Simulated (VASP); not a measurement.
Here is a VASP 6.6.1 calculation.

File INCAR:

```
PREC = Accurate
ENCUT = 520
EDIFF = 1E-8
ISMEAR = -1
SIGMA = 0.01
LREAL = False
LASPH = True
NELM = 60
ALGO = Normal
ISIF = 2
LWAVE = False
LCHARG = False
GGA = PS
LEFG = True
NBANDS = 27
```

The input KPOINTS:

```
Automatic mesh
0
Gamma
  6 6 6
```

The input POSCAR:

```
Se
1.0
    5.7186234740      3.3016488021      1.4861073048
   -5.7186234740      3.3016488021      1.4861073048
    0.0000000000     -6.6032976042      1.4861073048
Se
6
Direct
    0.2806600000      0.1625100000      0.9181800000
    0.9181800000      0.2806600000      0.1625100000
    0.1625100000      0.9181800000      0.2806600000
    0.7193400000      0.8374900000      0.0818200000
    0.0818200000      0.7193400000      0.8374900000
    0.8374900000      0.0818200000      0.7193400000
```

Potentials or basis: VASP PAW PBE potentials, release 64 (Se).

Run with:

```console
$ cat potpaw_PBE.64/Se/POTCAR > POTCAR
$ mpirun -np 1 vasp_std > vasp.out
```

(1) Estimate the band gap on the k mesh.

(2) Estimate the pressure.

## Answers

(1) 1.09 eV (least direct gap 1.35 eV).

(2) -0.8 GPa.

Caveat: this functional lacks dispersion, which holds the molecules together, so the pressure and a relaxed volume are unreliable; without QUAD_EFG the Cq values of the log hold for a quadrupole moment of 1 mb, not for the nuclei; the PAW data sets were made with another functional, which shifts forces and pressure a little.
